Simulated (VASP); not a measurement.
Here is a VASP 6.6.1 calculation.

File INCAR:

```
ALGO = Normal
EDIFF = 1E-6
ENCUT = 500
GGA = CA
GGA_COMPAT = False
ISIF = 2
ISMEAR = 0
LASPH = True
LCHARG = False
LREAL = False
LWAVE = False
NBANDS = 16
NELM = 120
PREC = Accurate
SIGMA = 0.1
```

KPOINTS

```
k-points
0
Gamma
  4 4 4
```

Contents of POSCAR:

```
InAs
1.0
    0.0000000000      2.8773040000      2.8773040000
    2.8773040000      0.0000000000      2.8773040000
    2.8773040000      2.8773040000      0.0000000000
In As
1 1
Direct
    0.5000000000      0.5000000000      0.5000000000
    0.0000000000      0.0000000000      0.0000000000
```

Potentials or basis: VASP PAW LDA potentials, release 64 (In_d, As).

Command:

```console
$ cat potpaw_LDA.64/In_d/POTCAR potpaw_LDA.64/As/POTCAR > POTCAR
$ mpirun -np 1 vasp_std > vasp.out
```

What does it give for the pressure?

-4.0 GPa.

Predict the band gap on the k mesh.

zero (band 9 reaches 6.05 eV, above the bottom of band 10 at 3.59 eV).

Caveat: the k points lie up to 0.47 Å⁻¹ apart; spin-orbit coupling is left out, which moves the levels of the heavy elements.
